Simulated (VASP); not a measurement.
# Ga (C2/c) in VASP: a series of runs

Runs on Ga. Level: PBEsol. Tasks: single point.

All numbers are computed with VASP 6.6.1; they aren't measurements. Logs are shortened: lines on timing, memory, paths and dates and some standing lists are left out, and cuts for length are marked.

### Step 1. The cell of the first run

Symmetry: C2/c, No. 15, monoclinic system. The conventional cell has a = 2.766 Å, b = 8.053 Å, c = 3.265 Å, α = 90.00°, β = 92.06°, γ = 90.00°. Within 3.5 Å of Ga (site symmetry 2) lie 10 Ga at 2.67 to 3.27 Å.

### Step 2. Single point, PBEsol (zz strain of -2 %)

INCAR reads:

```
SYSTEM = Ga
PREC     = Accurate       ! precision mode
ENCUT    = 520            ! plane-wave cutoff, eV
EDIFF    = 1E-6           ! SCF threshold, eV
ISMEAR   = -1             ! smearing method
SIGMA    = 0.03           ! smearing width, eV
LREAL    = .FALSE.        ! projectors in reciprocal space
LASPH    = .TRUE.         ! aspherical terms in the spheres
NELM     = 80             ! most SCF steps
ALGO     = Normal         ! electronic algorithm
ISIF     = 2              ! what is computed and relaxed
LWAVE    = .FALSE.        ! write WAVECAR
LCHARG   = .TRUE.         ! write CHGCAR
GGA      = PS             ! functional
LELF     = .TRUE.         ! ELF
LVHAR    = .TRUE.       
NBANDS   = 20             ! bands
```

KPOINTS reads:

```
Automatic mesh
0
G
  14 14 11
  0 0 0
```

POSCAR reads:

```
Ga
1.0
    1.3830000000     -4.0265000000      0.0000000000
    1.3830000000      4.0265000000      0.0000000000
   -0.1174500000      0.0000000000      3.2633314000
Ga
2
Direct
    0.8690000000      0.1310000000      0.2500000000
    0.1310000000      0.8690000000      0.7500000000
```

Potentials or basis: VASP PAW PBE potentials, release 64 (Ga_d).

On the command line:

```console
$ cat potpaw_PBE.64/Ga_d/POTCAR > POTCAR
$ mpirun -np 1 vasp_std > vasp.out
```

OUTCAR:

```text
SYSTEM = Ga
   PREC = Accurate
   ENCUT = 520
   EDIFF = 1E-6
   ISMEAR = -1
   LREAL = .FALSE.
   LASPH = .TRUE.
   NELM = 80
   ISIF = 2
   GGA = PS

 ion  position               nearest neighbor table
   1  0.869  0.131  0.250-   2 2.67   2 2.67   2 2.84   2 2.84   2 2.90   2 2.90
   2  0.131  0.869  0.750-   1 2.67   1 2.67   1 2.84   1 2.84   1 2.90   1 2.90

  LATTYP: Found a base centered monoclinic cell.
 ALAT       =     2.7660000000
 B/A-ratio  =     2.9114244396
 C/A-ratio  =     1.1805655377
 COS(beta)  =    -0.0359675407

  Lattice vectors:

 A1 = (   1.3830000000,  -4.0265000000,   0.0000000000)
 A2 = (   1.3830000000,   4.0265000000,   0.0000000000)
 A3 = (  -0.1174500000,   0.0000000000,   3.2633314000)

Analysis of symmetry for initial positions (statically):
=====================================================================
 Subroutine PRICEL returns:
 Original cell was already a primitive cell.

 Routine SETGRP: Setting up the symmetry group for a
 base centered monoclinic supercell.

 Subroutine GETGRP returns: Found  4 space group operations
 (whereof  2 operations were pure point group operations)
 out of a pool of  4 trial point group operations.

The static configuration has the point symmetry S_2 .
 The point group associated with its full space group is C_2h.

Analysis of symmetry for dynamics (positions and initial velocities):
=====================================================================
 Subroutine PRICEL returns:
 Original cell was already a primitive cell.

 Routine SETGRP: Setting up the symmetry group for a
 base centered monoclinic supercell.

 Subroutine GETGRP returns: Found  4 space group operations
 (whereof  2 operations were pure point group operations)
 out of a pool of  4 trial point group operations.

The dynamic configuration has the point symmetry S_2 .
 The point group associated with its full space group is C_2h.

 Subroutine INISYM returns: Found  4 space group operations
 (whereof  2 operations are pure point group operations),
 and found     1 'primitive' translations

----------------------------------------------------------------------------------------

                                     Primitive cell

  volume of cell :      36.3447

  direct lattice vectors                    reciprocal lattice vectors
     1.383000000 -4.026500000  0.000000000     0.361532899 -0.124177325  0.013011868
[... 80 lines left out ...]
   ISPIN  =      1    spin polarized calculation?
   LNONCOLLINEAR =      F non collinear calculations
   LSORBIT =      F    spin-orbit coupling
   LASPH  =      T    aspherical Exc in radial PAW
   ENCUT  =  520.0 eV  38.22 Ry    6.18 a.u.   7.92  7.92  6.07*2*pi/ulx,y,z
   NELM   =     80;   NELMIN=  2; NELMDL= -5     # of ELM steps
   EDIFF  = 0.1E-05   stopping-criterion for ELM
   LREAL  =      F    real-space projection
   EDIFFG = 0.1E-04   stopping-criterion for IOM
   NSW    =      0    number of steps for IOM
   IBRION =     -1    ionic relax: 0-MD 1-quasi-New 2-CG
   NFREE  =      0    steps in history (QN), initial steepest desc. (CG)
   ISIF   =      2    stress and relaxation
   ISYM   =      2    0-nonsym 1-usesym 2-fastsym
   POTIM  = 0.5000    time-step for ionic-motion
   TEBEG  =    0.0;   TEEND  =   0.0 temperature during run
   PSTRESS=    0.0 pullay stress
   NELECT =      26.0000    total number of electrons
   NUPDOWN=      -1.0000    fix difference up-down
   EMIN   =  10.00;   EMAX   =-10.00  energy-range for DOS
   EFERMI =   0.00;   METHOD = LEGACY
   ISMEAR =    -1;   SIGMA  =   0.03  broadening in eV -4-tet -1-fermi 0-gaus
   EFERMI_NEDOS =   21; number of points for ismear=-14 and -15
   IALGO  =     38    algorithm
   IMIX   =      4    mixing-type and parameters
     AMIX     =   0.40;   BMIX     =  1.00
     AMIX_MAG =   1.60;   BMIX_MAG =  1.00
  volume/ion in A,a.u.               =      18.17       122.63
  Fermi-wavevector in a.u.,A,eV,Ry     =   1.464150  2.766842 29.167291  2.143735
  Thomas-Fermi vector in A             =   2.580160
   LORBIT       =      0    0 simple, 1 ext, 2 COOP (PROOUT), +10 PAW based schemes
   GGA     = PS    functional components
   LHFCALC =     F    Hartree Fock is set to
   AEXX    =    0.0000 exact exchange contribution
   IVDW    =     0    specifies the selected vdW correction
   LEPSILON=     F    determine dielectric tensor
   LRPA    =     F    only Hartree local field effects (RPA)
 non-spin polarized calculation
  energy-cutoff  :      520.00
  volume of cell :       36.34
 maximum number of plane-waves:       995
   NGX = 15   NGY = 15   NGZ = 13

 number of electron      26.0000016 magnetization

 Free energy of the ion-electron system (eV)
  ---------------------------------------------------
  ext. energy  EPLUGINS =         0.00000000
  ---------------------------------------------------
  free energy    TOTEN  =        -6.67887564 eV

  energy without entropy =       -6.67725391  energy(sigma->0) =       -6.67806477

 E-fermi :   5.7159     XC(G=0): -11.3005

 val. band max:        5.7050040790   @ k =  -0.0714   0.5000   0.3636
 cond. band min:       5.7273761798   @ k =  -0.1429  -0.2857   0.4545
 fundamental gap:      0.0223721008
 Fermi energy:         5.7158711439

 k-point     1 :       0.0000    0.0000    0.0000
  band No.  band energies     occupation
      1      -9.4247      2.00000
      2      -9.4235      2.00000
      3      -9.3753      2.00000
      4      -9.3541      2.00000
      5      -9.0741      2.00000
      6      -9.0698      2.00000
[... 541 lines left out ...]
     19      17.4372      0.00000
     20      18.4713      0.00000

 [... further k-points ...]

------------------------ aborting loop because EDIFF is reached ----------------------------------------

  FORCE on cell =-STRESS in cart. coord.  units (eV):
  Direction    XX          YY          ZZ          XY          YZ          ZX
  --------------------------------------------------------------------------------------
  -------------------------------------------------------------------------------------
  Total       -0.1834171     -0.2361170     -0.1153311      0.0000000      0.0000000      0.0002416
  in kB       -8.0855462    -10.4087084     -5.0841229      0.0000000      0.0000000      0.0106519
  external PRESSURE =      -7.8594592 kB  Pullay stress =       0.0000000 kB

 VOLUME and BASIS-vectors are now :
 -----------------------------------------------------------------------------
  energy-cutoff  :      520.00
  volume of cell :       36.34
      direct lattice vectors                 reciprocal lattice vectors
     1.383000000 -4.026500000  0.000000000     0.361532899 -0.124177325  0.013011868
     1.383000000  4.026500000  0.000000000     0.361532899  0.124177325  0.013011868
    -0.117450000  0.000000000  3.263331400     0.000000000  0.000000000  0.306435319

 POSITION                                       TOTAL-FORCE (eV/Angst)
 -----------------------------------------------------------------------------------
      1.35364     -2.97156      0.81583         0.000000      0.209694     -0.000000
      1.29491      2.97156      2.44750        -0.000000     -0.209694      0.000000
 -----------------------------------------------------------------------------------
    total drift:                                0.000000      0.000000     -0.000000

  FREE ENERGIE OF THE ION-ELECTRON SYSTEM (eV)
  ---------------------------------------------------
  free  energy   TOTEN  =        -6.6788756366 eV

  energy  without entropy=       -6.6772539090  energy(sigma->0) =       -6.67806477
```

OSZICAR:

```text
N       E                     dE             d eps       ncg     rms          rms(c)
DAV:   1     0.129330652011E+03    0.12933E+03   -0.13171E+04 24784   0.247E+03
DAV:   2     0.437715013173E+01   -0.12495E+03   -0.12175E+03 24052   0.381E+02
DAV:   3    -0.660791859882E+01   -0.10985E+02   -0.10928E+02 26100   0.936E+01
DAV:   4    -0.676905068603E+01   -0.16113E+00   -0.16104E+00 26784   0.125E+01
DAV:   5    -0.677177313870E+01   -0.27225E-02   -0.27223E-02 26368   0.159E+00    0.158E+00
DAV:   6    -0.669486508928E+01    0.76908E-01   -0.14767E-01 31052   0.656E+00    0.757E-01
DAV:   7    -0.668078574459E+01    0.14079E-01   -0.22611E-02 33812   0.211E+00    0.228E-01
DAV:   8    -0.667886320361E+01    0.19225E-02   -0.25450E-03 25960   0.713E-01    0.155E-02
DAV:   9    -0.667887487573E+01   -0.11672E-04   -0.10148E-04 26824   0.102E-01    0.769E-03
DAV:  10    -0.667887563656E+01   -0.76083E-06   -0.54060E-06 24744   0.266E-02
   1 F= -.66788756E+01 E0= -.66780648E+01  d E =-.162173E-02
```

stdout:

```text
POSCAR found type information on POSCAR Ga
 POSCAR found :  1 types and       2 ions
 scaLAPACK will be used
 -----------------------------------------------------------------------------
|                                                                             |
|                                                                             |
|     You enforced a specific xc type in the INCAR file but a different       |
|     I HOPE YOU KNOW WHAT YOU ARE DOING!                                     |
|                                                                             |
 -----------------------------------------------------------------------------

 LDA part: xc-table for (Slater+PW92), standard interpolation
 POSCAR, INCAR and KPOINTS ok, starting setup
 FFT: planning ... GRIDC
 FFT: planning ... GRID_SOFT
 FFT: planning ... GRID
 WAVECAR not read
 entering main loop
```

It took 5.8 min on 1 thread of Oxide Virtual Turin-like, shared host; peak memory 0.39 GiB.

What came out:

- Free energy: -6.6789 eV
- Pressure: -0.8 GPa
- Largest force: 0.210 eV/Å
- Band gap on the k mesh: zero (bands 13 and 14 overlap by 8.37 eV)

Forces on the atoms (eV/Å):
```
Ga   0.000  0.210  0.000
Ga   0.000 -0.210  0.000
```

Caveat: the cell differs from its parent crystal (zz strain of -2 %); the PAW data sets were made with another functional, which shifts forces and pressure a little.

### Step 3. Single point, PBEsol (zz strain of +1 %)

INCAR reads:

```
  PREC = Accurate
  ENCUT = 520
  EDIFF = 1E-7
  ISMEAR = -1
  SIGMA = 0.03
  LREAL = False
  LASPH = True
  NELM = 100
  ALGO = Normal
  ISIF = 2
  LWAVE = False
  LCHARG = False
  GGA = PS
  NBANDS = 20
```

KPOINTS reads:

```
regular mesh
0
Gamma
  14 14 11
```

Edit POSCAR of step 2 so:

```diff
@@ -4,3 +4,3 @@
     1.3830000000      4.0265000000      0.0000000000
-   -0.1174500000      0.0000000000      3.2633314000
+   -0.1174500000      0.0000000000      3.3632293000
 Ga
```

Potentials or basis: VASP PAW PBE potentials, release 64 (Ga_d).

On the command line:

```console
$ cat potpaw_PBE.64/Ga_d/POTCAR > POTCAR
$ mpirun -np 1 vasp_std > vasp.out
```

It took 7.5 min on 1 thread of Oxide Virtual Turin-like, shared host; peak memory 0.41 GiB.

The run converged. Its results:

| Item | Value |
| --- | --- |
| Free energy | -6.6682 eV |
| Pressure | -2.3 GPa |
| Largest force | 0.167 eV/Å |
| Band gap on the k mesh | zero (bands 13 and 14 overlap by 7.82 eV) |

Forces on the atoms (eV/Å):
```
Ga   0.000  0.167  0.000
Ga   0.000 -0.167  0.000
```

Stress tensor (GPa, compression positive):
```
-2.21  0.00 -0.03
 0.00 -2.02  0.00
-0.03  0.00 -2.69
```

Levels at points of the mesh, in eV from the Fermi level:
| k point | band 9 | band 10 | band 11 | band 12 | band 13 | band 14 | band 15 | band 16 | band 17 | band 18 |
| --- | --- | --- | --- | --- | --- | --- | --- | --- | --- | --- |
| (0.00, 0.00, 0.00) | -14.69 | -14.56 | -11.16 | -2.01 | -1.63 | 1.47 | 5.27 | 9.75 | 10.02 | 10.46 |
| (0.50, 0.00, 0.00) | -14.62 | -14.58 | -5.98 | -4.96 | -1.27 | 0.04 | 5.64 | 6.51 | 8.28 | 9.18 |
| (0.50, 0.50, 0.00) | -14.66 | -14.62 | -9.03 | -8.53 | 3.83 | 4.40 | 5.61 | 5.85 | 7.62 | 11.01 |

Caveat: the cell differs from its parent crystal (zz strain of +1 %); the PAW data sets were made with another functional, which shifts forces and pressure a little.

The gap in the log of VASP goes by the Fermi energy; the results here count the filled bands.